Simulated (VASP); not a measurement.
# Si (Fd-3m) in VASP: a series of runs

Runs on Si. Level: PBE. Tasks: single point.

Everything below comes from runs of VASP 6.6.1. Logs are shortened: lines on timing, memory, paths and dates and some standing lists are left out, and cuts for length are marked.

## Step 1: The cell of the first run

It takes space group Fd-3m (No. 227, cubic). The conventional cell has a = 5.470 Å, b = 5.470 Å, c = 5.470 Å, α = 90.00°, β = 90.00°, γ = 90.00°. Within 3.1 Å of Si (site symmetry -43m) lie 4 Si at 2.37 Å.

## Step 2: Single point, PBE

INCAR reads:

```
PREC = Accurate
ENCUT = 500
EDIFF = 1E-6
ISMEAR = 0
SIGMA = 0.02
LREAL = F
LASPH = T
NELM = 120
ALGO = Normal
ISIF = 2
LWAVE = F
LCHARG = F
GGA = PE
NBANDS = 11
GGA_COMPAT = F
```

KPOINTS reads:

```
Automatic mesh
0
Gamma
  8 8 8
```

POSCAR reads:

```
Si
1.0
    0.0000000000      2.7349905263      2.7349905263
    2.7349905263      0.0000000000      2.7349905263
    2.7349905263      2.7349905263      0.0000000000
Si
2
Direct
    0.0000000000      0.0000000000      0.0000000000
    0.2500000000      0.2500000000      0.2500000000
```

Potentials or basis: VASP PAW PBE potentials, release 64 (Si).

Launch:

```bash
cat potpaw_PBE.64/Si/POTCAR > POTCAR
mpirun -np 1 vasp_std > vasp.out
```

OUTCAR:

```text
PREC = Accurate
   ENCUT = 500
   EDIFF = 1E-6
   ISMEAR = 0
   LREAL = F
   LASPH = T
   NELM = 120
   ISIF = 2
   GGA = PE

 ion  position               nearest neighbor table
   1  0.000  0.000  0.000-   2 2.37   2 2.37   2 2.37   2 2.37
   2  0.250  0.250  0.250-   1 2.37   1 2.37   1 2.37   1 2.37

  LATTYP: Found a face centered cubic cell.
 ALAT       =     5.4699810526

  Lattice vectors:

 A1 = (   0.0000000000,   2.7349905263,   2.7349905263)
 A2 = (   2.7349905263,   0.0000000000,   2.7349905263)
 A3 = (   2.7349905263,   2.7349905263,   0.0000000000)

Analysis of symmetry for initial positions (statically):
=====================================================================
 Subroutine PRICEL returns:
 Original cell was already a primitive cell.

 Routine SETGRP: Setting up the symmetry group for a
 face centered cubic supercell.

 Subroutine GETGRP returns: Found 48 space group operations
 (whereof 24 operations were pure point group operations)
 out of a pool of 48 trial point group operations.

The static configuration has the point symmetry T_d .
 The point group associated with its full space group is O_h .

Analysis of symmetry for dynamics (positions and initial velocities):
=====================================================================
 Subroutine PRICEL returns:
 Original cell was already a primitive cell.

 Routine SETGRP: Setting up the symmetry group for a
 face centered cubic supercell.

 Subroutine GETGRP returns: Found 48 space group operations
 (whereof 24 operations were pure point group operations)
 out of a pool of 48 trial point group operations.

The dynamic configuration has the point symmetry T_d .
 The point group associated with its full space group is O_h .

 Subroutine INISYM returns: Found 48 space group operations
 (whereof 24 operations are pure point group operations),
 and found     1 'primitive' translations

----------------------------------------------------------------------------------------

                                     Primitive cell

  volume of cell :      40.9164

  direct lattice vectors                    reciprocal lattice vectors
     0.000000000  2.734990526  2.734990526    -0.182815990  0.182815990  0.182815990
     2.734990526  0.000000000  2.734990526     0.182815990 -0.182815990  0.182815990
     2.734990526  2.734990526  0.000000000     0.182815990  0.182815990 -0.182815990

  length of vectors
     3.867860695  3.867860695  3.867860695     0.316646583  0.316646583  0.316646583

  position of ions in fractional coordinates (direct lattice)
     0.000000000  0.000000000  0.000000000
     0.250000000  0.250000000  0.250000000

  ion indices of the primitive-cell ions
   primitive index   ion index
                 1           1
                 2           2

----------------------------------------------------------------------------------------

 KPOINTS: Automatic mesh

Automatic generation of k-mesh.
 Grid dimensions read from file:
 generate k-points for:    8    8    8

 Generating k-lattice:

  Cartesian coordinates                     Fractional coordinates (reciprocal lattice)
    -0.022851999  0.022851999  0.022851999     0.125000000  0.000000000  0.000000000
     0.022851999 -0.022851999  0.022851999     0.000000000  0.125000000  0.000000000
     0.022851999  0.022851999 -0.022851999     0.000000000  0.000000000  0.125000000

  Length of vectors
     0.039580823  0.039580823  0.039580823

  Shift w.r.t. Gamma in fractional coordinates (k-lattice)
     0.000000000  0.000000000  0.000000000

 Subroutine IBZKPT returns following result:
 ===========================================

 Found     29 irreducible k-points:

 Following reciprocal coordinates:
            Coordinates               Weight
  0.000000  0.000000  0.000000      1.000000
  0.125000  0.000000  0.000000      8.000000
  0.250000  0.000000  0.000000      8.000000
  0.375000  0.000000  0.000000      8.000000
  0.500000  0.000000  0.000000      4.000000
  0.125000  0.125000  0.000000      6.000000
[... 16 lines left out ...]
  0.500000  0.250000  0.125000     48.000000
 -0.375000  0.250000  0.125000     24.000000
 [... further k-points ...]
   k-points           NKPTS =     29   k-points in BZ     NKDIM =     29   number of bands    NBANDS=     11
   number of dos      NEDOS =    301   number of ions     NIONS =      2
   total plane-waves  NPLWV =  21952
   dimension x,y,z NGX =    28 NGY =   28 NGZ =   28
   dimension x,y,z NGXF=    56 NGYF=   56 NGZF=   56
   ions per type =               2
   NGX,Y,Z   is equivalent  to a cutoff of  12.03, 12.03, 12.03 a.u.
   NGXF,Y,Z  is equivalent  to a cutoff of  24.07, 24.07, 24.07 a.u.
 SYSTEM =  unknown system
   PREC   = accura    normal or accurate (medium, high low for compatibility)
   ISTART =      0    job   : 0-new  1-cont  2-samecut
   ICHARG =      2    charge: 1-file 2-atom 10-const
   ISPIN  =      1    spin polarized calculation?
   LNONCOLLINEAR =      F non collinear calculations
   LSORBIT =      F    spin-orbit coupling
   LASPH  =      T    aspherical Exc in radial PAW
   ENCUT  =  500.0 eV  36.75 Ry    6.06 a.u.   7.05  7.05  7.05*2*pi/ulx,y,z
   NELM   =    120;   NELMIN=  2; NELMDL= -5     # of ELM steps
   EDIFF  = 0.1E-05   stopping-criterion for ELM
   LREAL  =      F    real-space projection
[... 7 lines left out ...]
   TEBEG  =    0.0;   TEEND  =   0.0 temperature during run
   PSTRESS=    0.0 pullay stress
   NELECT =       8.0000    total number of electrons
   NUPDOWN=      -1.0000    fix difference up-down
   EMIN   =  10.00;   EMAX   =-10.00  energy-range for DOS
   EFERMI =   0.00;   METHOD = LEGACY
   ISMEAR =     0;   SIGMA  =   0.02  broadening in eV -4-tet -1-fermi 0-gaus
   EFERMI_NEDOS =   21; number of points for ismear=-14 and -15
   IALGO  =     38    algorithm
   IMIX   =      4    mixing-type and parameters
     AMIX     =   0.40;   BMIX     =  1.00
     AMIX_MAG =   1.60;   BMIX_MAG =  1.00
  volume/ion in A,a.u.               =      20.46       138.06
  Fermi-wavevector in a.u.,A,eV,Ry     =   0.950180  1.795579 12.283899  0.902841
  Thomas-Fermi vector in A             =   2.078532
   LORBIT       =      0    0 simple, 1 ext, 2 COOP (PROOUT), +10 PAW based schemes
   GGA     = PE    functional components
   LHFCALC =     F    Hartree Fock is set to
   AEXX    =    0.0000 exact exchange contribution
   IVDW    =     0    specifies the selected vdW correction
   LEPSILON=     F    determine dielectric tensor
   LRPA    =     F    only Hartree local field effects (RPA)
 non-spin polarized calculation
 Gauss-broadening in eV      SIGMA  =   0.02
  energy-cutoff  :      500.00
  volume of cell :       40.92
 maximum number of plane-waves:      1056
   NGX = 15   NGY = 15   NGZ = 15

 number of electron       8.0000000 magnetization

 Free energy of the ion-electron system (eV)
  ---------------------------------------------------
  ext. energy  EPLUGINS =         0.00000000
  ---------------------------------------------------
  free energy    TOTEN  =       -10.84606405 eV

  energy without entropy =      -10.84606405  energy(sigma->0) =      -10.84606405

 E-fermi :   5.7212     XC(G=0):  -9.3239

 val. band max:        5.6105116969   @ k =   0.0000   0.0000   0.0000
 cond. band min:       6.2615873015   @ k =   0.3750   0.3750   0.0000
 fundamental gap:      0.6510756045
 Fermi energy:         5.7211620187

 k-point     1 :       0.0000    0.0000    0.0000
  band No.  band energies     occupation
      1      -6.1998      2.00000
      2       5.6105      2.00000
      3       5.6105      2.00000
      4       5.6105      2.00000
      5       8.1667      0.00000
      6       8.1667      0.00000
      7       8.1667      0.00000
      8       8.7366      0.00000
      9      13.3188      0.00000
     10      13.3188      0.00000
     11      13.4849      0.00000

 k-point     2 :       0.1250    0.0000    0.0000
  band No.  band energies     occupation
      1      -5.9994      2.00000
      2       4.0199      2.00000
      3       5.3283      2.00000
      4       5.3283      2.00000
      5       8.0513      0.00000
      6       8.5819      0.00000
      7       8.5819      0.00000
      8      10.1374      0.00000
      9      12.8461      0.00000
     10      12.8461      0.00000
     11      14.2603      0.00000

 k-point     3 :       0.2500    0.0000    0.0000
  band No.  band energies     occupation
      1      -5.4153      2.00000
      2       1.7254      2.00000
      3       4.8659      2.00000
      4       4.8659      2.00000
      5       7.5673      0.00000
      6       9.0997      0.00000
      7       9.0997      0.00000
      8      12.3561      0.00000
      9      12.7969      0.00000
     10      12.7969      0.00000
     11      14.5377      0.00000

 k-point     4 :       0.3750    0.0000    0.0000
  band No.  band energies     occupation
      1      -4.5414      2.00000
      2      -0.2579      2.00000
      3       4.5432      2.00000
      4       4.5432      2.00000
      5       7.2027      0.00000
      6       9.0632      0.00000
      7       9.0632      0.00000
      8      13.4461      0.00000
      9      14.1480      0.00000
     10      14.1480      0.00000
     11      15.1169      0.00000
[... 239 lines left out ...]
 k-point    22 :       0.3750    0.2500    0.1250
  band No.  band energies     occupation
      1      -4.8957      2.00000
      2       1.3429      2.00000
      3       2.9601      2.00000
      4       4.2111      2.00000
      5       8.0533      0.00000
      6       9.4351      0.00000
      7       9.8135      0.00000
      8      11.0494      0.00000
      9      13.3210      0.00000
     10      15.7114      0.00000
     11      16.5712      0.00000

 k-point    23 :       0.5000    0.2500    0.1250
  band No.  band energies     occupation
      1      -4.0267      2.00000
      2      -0.1757      2.00000
      3       2.3563      2.00000
      4       3.7241      2.00000
      5       8.4742      0.00000
      6       9.1394      0.00000
      7      10.5868      0.00000
      8      11.4870      0.00000
      9      14.5385      0.00000
     10      15.2340      0.00000
     11      17.5099      0.00000

 k-point    24 :      -0.3750    0.2500    0.1250
  band No.  band energies     occupation
      1      -3.3931      2.00000
      2      -1.0945      2.00000
      3       2.2249      2.00000
      4       3.5013      2.00000
      5       8.6327      0.00000
      6       8.7570      0.00000
      7      11.4553      0.00000
      8      12.6750      0.00000
      9      12.9149      0.00000
     10      16.1160      0.00000
     11      17.1594      0.00000

 [... further k-points ...]
[... 5 lines left out ...]
  --------------------------------------------------------------------------------------
  -------------------------------------------------------------------------------------
  Total       -0.0151989     -0.0151989     -0.0151989     -0.0000000      0.0000000      0.0000000
  in kB       -0.5951473     -0.5951473     -0.5951473     -0.0000000      0.0000000      0.0000000
  external PRESSURE =      -0.5951473 kB  Pullay stress =       0.0000000 kB

 VOLUME and BASIS-vectors are now :
 -----------------------------------------------------------------------------
  energy-cutoff  :      500.00
  volume of cell :       40.92
      direct lattice vectors                 reciprocal lattice vectors
     0.000000000  2.734990526  2.734990526    -0.182815990  0.182815990  0.182815990
     2.734990526  0.000000000  2.734990526     0.182815990 -0.182815990  0.182815990
     2.734990526  2.734990526  0.000000000     0.182815990  0.182815990 -0.182815990

 POSITION                                       TOTAL-FORCE (eV/Angst)
 -----------------------------------------------------------------------------------
      0.00000      0.00000      0.00000        -0.000000     -0.000000     -0.000000
      1.36750      1.36750      1.36750         0.000000      0.000000      0.000000
 -----------------------------------------------------------------------------------
    total drift:                                0.000000      0.000000     -0.000000

  FREE ENERGIE OF THE ION-ELECTRON SYSTEM (eV)
  ---------------------------------------------------
  free  energy   TOTEN  =       -10.8460640493 eV

  energy  without entropy=      -10.8460640493  energy(sigma->0) =      -10.84606405
```

It took 17 s on 1 thread of Intel Xeon 8259CL, shared host; peak memory 0.15 GiB.

What came out:

- Free energy: -10.8461 eV
- Pressure: -0.1 GPa
- Band gap on the k mesh: 0.65 eV, indirect (least direct gap 2.56 eV)

A k mesh can miss the band edges.

## Step 3: Single point, PBE

INCAR reads:

```
PREC = Accurate
ENCUT = 500
EDIFF = 1E-6
ISMEAR = 0
SIGMA = 0.02
LREAL = False
LASPH = True
NELM = 120
ALGO = Normal
ISIF = 2
LWAVE = False
LCHARG = False
GGA = PE
NBANDS = 11
GGA_COMPAT = False
```

KPOINTS reads:

```
Automatic mesh
0
Gamma
  10 10 10
```

POSCAR is that of step 2.

Potentials or basis: VASP PAW PBE potentials, release 64 (Si).

Launch:

```bash
cat potpaw_PBE.64/Si/POTCAR > POTCAR
mpirun -np 1 vasp_std > vasp.out
```

Wall time 24 s (1 thread of Intel Xeon 8259CL, shared host); peak memory 0.15 GiB.

Results (log left out):

```
Free energy            : -10.8492 eV
Pressure               : -0.1 GPa
Band gap on the k mesh : 0.62 eV, indirect (least direct gap 2.56 eV)
```

Levels at points of the mesh, in eV from the valence-band top:
| k point | band 1 | band 2 | band 3 | band 4 | band 5 | band 6 | band 7 | band 8 |
| --- | --- | --- | --- | --- | --- | --- | --- | --- |
| (0.00, 0.00, 0.00) | -11.81 | 0.00 | 0.00 | 0.00 | 2.56 | 2.56 | 2.56 | 3.13 |
| (0.50, 0.00, 0.00) | -9.53 | -6.87 | -1.18 | -1.18 | 1.46 | 3.35 | 3.35 | 7.70 |
| (0.50, 0.50, 0.00) | -7.74 | -7.74 | -2.79 | -2.79 | 0.75 | 0.75 | 9.93 | 9.93 |
